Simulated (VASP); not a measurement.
A run of VASP 6.6.1:

File INCAR:

```
PREC     = Accurate       # precision mode
ENCUT    = 520            # plane-wave cutoff, eV
EDIFF    = 1E-7           # SCF threshold, eV
ISMEAR   = -1             # smearing method
SIGMA    = 0.05           # smearing width, eV
LREAL    = False          # projectors in reciprocal space
LASPH    = True           # aspherical terms in the spheres
NELM     = 80             # most SCF steps
ALGO     = Normal         # electronic algorithm
ISIF     = 2              # what is computed and relaxed
LWAVE    = False          # write WAVECAR
LCHARG   = False          # write CHGCAR
GGA      = PE             # functional
NBANDS   = 11             # bands
```

KPOINTS

```
Automatic mesh
0
Gamma
  11 11 11
```

POSCAR

```
AlN
1.0
    0.0000000000      2.0352684716      2.0352684716
    2.0352684716      0.0000000000      2.0352684716
    2.0352684716      2.0352684716      0.0000000000
Al N
1 1
Direct
    0.5000000000      0.5000000000      0.5000000000
    0.0000000000      0.0000000000      0.0000000000
```

Potentials or basis: VASP PAW PBE potentials, release 64 (Al, N).

The run is started by

```console
$ cat potpaw_PBE.64/Al/POTCAR potpaw_PBE.64/N/POTCAR > POTCAR
$ mpirun -np 1 vasp_std > vasp.out
```

Hardware: 1 thread of AMD EPYC 7R43 64-Core Processor (Zen 3), with other jobs on the host.

Estimate the wall time of this run.

Wall time 11 s on 1 thread of AMD EPYC 7R43 64-Core Processor (Zen 3), with other jobs on the host, peak memory 0.1 GiB. Counts: scf iterations 13, k points 56.
